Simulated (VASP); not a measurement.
Crystal: LuBeSi4.

```
Lu Be Si
1.0
     0.00000    3.53660    3.53660
     3.53660    0.00000    3.53660
     3.53660    3.53660    0.00000
Lu Be Si
1 1 4
Direct
  0.00000 0.00000 0.00000
  0.75000 0.75000 0.75000
  0.87325 0.37558 0.37558
  0.37558 0.37558 0.37558
  0.37558 0.87325 0.37558
  0.37558 0.37558 0.87325
```

The cell was generated, and may not be a known phase.

| Quantity | Value |
| --- | --- |
| Program | VASP 6.6.1 |
| Task | relaxation of cell and atoms |
| Functional | PBE |
| Potentials or basis | VASP PAW PBE potentials, release 64 (Lu, Be, Si) |
| Cutoff | 600 eV |
| k mesh | 10 × 10 × 10 |
| Occupations | gaussian, width 0.1 eV |
| Spin | no spin polarisation |

At the start: pressure 3.6 GPa; volume 14.74 Å³/atom.

Q: Where does the relaxation end?

A: Over 5 steps the energy falls by 5.8 meV/atom and the volume is 15.26 Å³/atom (+3.5 %); space group F-43m (No. 216, to 0.1 Å) before and after.

The path:
```
step  energy change (eV)  largest force (eV/Å)  pressure (GPa)  volume (Å³)
   1              0.0000                0.1202            3.55        88.47
   2             -0.0314                0.0090           -0.96        92.72
   3             -0.0350                0.0309           -0.05        91.67
   4             -0.0350                0.0323            0.00        91.60
   5             -0.0351                0.0031            0.00        91.58
```

Final structure:
```yaml
crystal:
  lattice:
    - [0.00000, 3.57758, 3.57758]
    - [3.57758, 0.00000, 3.57758]
    - [3.57758, 3.57758, 0.00000]
  atoms:
    - { symbol: Lu, position: [0.00000, 0.00000, 0.00000] }
    - { symbol: Be, position: [0.75000, 0.75000, 0.75000] }
    - { symbol: Si, position: [0.87184, 0.37605, 0.37605] }
    - { symbol: Si, position: [0.37605, 0.37605, 0.37605] }
    - { symbol: Si, position: [0.37605, 0.87184, 0.37605] }
    - { symbol: Si, position: [0.37605, 0.37605, 0.87184] }
```
